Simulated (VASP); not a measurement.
A run of VASP 6.6.1:

INCAR

```
SYSTEM = AlN
  PREC = Accurate
  ENCUT = 520
  EDIFF = 1E-6
  ISMEAR = 0
  SIGMA = 0.05
  LREAL = .FALSE.
  LASPH = .TRUE.
  NELM = 100
  ALGO = Normal
  ISIF = 2
  LWAVE = .FALSE.
  LCHARG = .FALSE.
  GGA = PE
  NBANDS = 16
```

File KPOINTS:

```
Automatic mesh
0
G
  9 9 6
  0 0 0
```

Contents of POSCAR:

```
AlN
1.0
    3.3134793403      0.0000000000      0.0000000000
   -1.6567396702      2.8695572836      0.0000000000
    0.0000000000      0.0000000000      4.5645000000
Al N
2 2
Direct
    0.3333333333      0.6666666667      0.7500000000
    0.6666666667      0.3333333333      0.2500000000
    0.3333333333      0.6666666667      0.2500000000
    0.6666666667      0.3333333333      0.7500000000
```

Potentials or basis: VASP PAW PBE potentials, release 64 (Al, N).

The run is started by

```sh
$ cat potpaw_PBE.64/Al/POTCAR potpaw_PBE.64/N/POTCAR > POTCAR
$ mpirun -np 1 vasp_std > vasp.out
```

Hardware: 1 thread of Intel(R) Xeon(R) Platinum 8488C (Sapphire Rapids), on a shared host.

Question: Estimate the wall time of this run.

Answer: Wall time 24 s on 1 thread of Intel(R) Xeon(R) Platinum 8488C (Sapphire Rapids) (shared host), peak memory 0.17 GiB. Counts: scf iterations 13, k points 48.
